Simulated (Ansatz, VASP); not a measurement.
# Ba in VASP and in Ansatz

The input INCAR:

```
SYSTEM = Ba
PREC = Accurate
ENCUT = 600
EDIFF = 1E-6
ISMEAR = 0
SIGMA = 0.1
LREAL = .False.
LASPH = .True.
NELM = 100
ALGO = Normal
ISIF = 3
LWAVE = .False.
LCHARG = .False.
GGA = CA
IBRION = 2
NSW = 100
EDIFFG = -0.002
```

File KPOINTS:

```
Automatic mesh
0
Gamma
  16 16 16
  0 0 0
```

Contents of POSCAR:

```
Ba
1.0
   -2.5125000000      2.5125000000      2.5125000000
    2.5125000000     -2.5125000000      2.5125000000
    2.5125000000      2.5125000000     -2.5125000000
Ba
1
Direct
    0.0000000000      0.0000000000      0.0000000000
```

Input for Ansatz:

```yaml
crystal:
  lattice:
    - [-2.5125, 2.5125, 2.5125]
    - [2.5125, -2.5125, 2.5125]
    - [2.5125, 2.5125, -2.5125]
  atoms:
    - { symbol: Ba, position: [0.0, 0.0, 0.0] }
basis:
  ecutwfc: 420
kpoints:
  mp_grid: { grid: [16, 16, 16] }
hamiltonian:
  xc: lda
  pseudopotentials: { kind: paw, azcp: { folder: soft_1 } }
scf:
  occupations: { method: gaussian, width: 0.1 }
output:
  forces: true
  stress: true
  eigenvalues: true
relax:
  adjacent_minimum: "off"
  f_tol: 0.002
  max_steps: 80
  cell: { stress_tol: 0.02 }
```

Alike in both runs: task relaxation of cell and atoms; functional LDA; k mesh 16 × 16 × 16; occupations gaussian, width 0.1 eV; no spin polarisation.

|  | VASP | Ansatz |
| --- | --- | --- |
| version | VASP 6.6.1 | Ansatz 0.2.0 |
| potentials or method | VASP PAW LDA potentials, release 64 (Ba_sv), cutoff 600 eV | scalar-relativistic, plane waves, PAW |
| valence electrons in the cell | 10 | 10 |

VASP gave:

```
gap on the k mesh at the Fermi level, each at its own relaxed structure (eV) : none
relaxed volume (Å³/atom)                                                     : 54.30
relaxed length of the cell vector where the two differ most in proportion (Å)              : 4.132
```

Problem. Estimate Ansatz's values.

Solution. gap on the k mesh at the Fermi level, each at its own relaxed structure (eV): none; relaxed volume (Å³/atom): 53.82; relaxed length of the cell vector where the two differ most in proportion (Å): 4.120.

Ansatz warns that its potentials were made for another functional, while VASP's fit it. LDA's correlation is that of Perdew and Zunger in VASP and of Perdew and Wang (1992) in Ansatz. A gap of «none» marks a metal or a gap that the smearing closes.

Spin-orbit coupling is off throughout.
